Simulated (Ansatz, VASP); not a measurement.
# Two plane-wave programs on CsGe3

File INCAR:

```
SYSTEM = CsGe3
  PREC = Accurate
  ENCUT = 520
  EDIFF = 1E-7
  ISMEAR = 0
  SIGMA = 0.1
  LREAL = .False.
  LASPH = .True.
  NELM = 60
  ALGO = Normal
  ISIF = 2
  LWAVE = .False.
  LCHARG = .True.
  GGA = PE
  LELF = .True.
  LVHAR = .True.
  NBANDS = 34
```

The input KPOINTS:

```
regular mesh
0
Gamma
  4 4 4
  0 0 0
```

The input POSCAR:

```
CsGe3
1.0
    4.9367824400      0.0000000000      0.0000000000
    0.0000000000      4.9367824400      0.0000000000
    0.0000000000      0.0000000000      4.9367824400
Cs Ge
1 3
Direct
    0.0000000000      0.0000000000      0.0000000000
    0.5000000000      0.5000000000      0.0000000000
    0.5000000000      0.0000000000      0.5000000000
    0.0000000000      0.5000000000      0.5000000000
```

Input for Ansatz:

```yaml
crystal:
  lattice:
    - [4.93678244, 0.0, 0.0]
    - [0.0, 4.93678244, 0.0]
    - [0.0, 0.0, 4.93678244]
  atoms:
    - { symbol: Cs, position: [0.0, 0.0, 0.0] }
    - { symbol: Ge, position: [0.5, 0.5, 0.0] }
    - { symbol: Ge, position: [0.5, 0.0, 0.5] }
    - { symbol: Ge, position: [0.0, 0.5, 0.5] }
basis:
  ecutwfc: 420
kpoints:
  mp_grid: { grid: [4, 4, 4] }
hamiltonian:
  xc: pbe
scf:
  occupations: { method: gaussian, width: 0.1 }
  lower_state_search: "off"
output:
  forces: true
  stress: true
  eigenvalues: true
```

Alike in both runs: task single point; functional PBE; k mesh 4 × 4 × 4; occupations gaussian, width 0.1 eV; no spin polarisation.

|  | VASP | Ansatz |
| --- | --- | --- |
| version | VASP 6.6.1 | Ansatz 0.2.0 |
| potentials or method | VASP PAW PBE potentials, release 64 (Cs_sv, Ge_d), cutoff 520 eV | scalar-relativistic, plane waves, PAW |
| valence electrons in the cell | 51 | 51 |

```tsv
	VASP	Ansatz	Ansatz less VASP
gap on the k mesh at the Fermi level (eV)	none	none	-
pressure (GPa)	-2.4	-2.4	-0.01
```

A gap of «none» marks a metal or a gap that the smearing closes.

Spin-orbit coupling is off throughout.
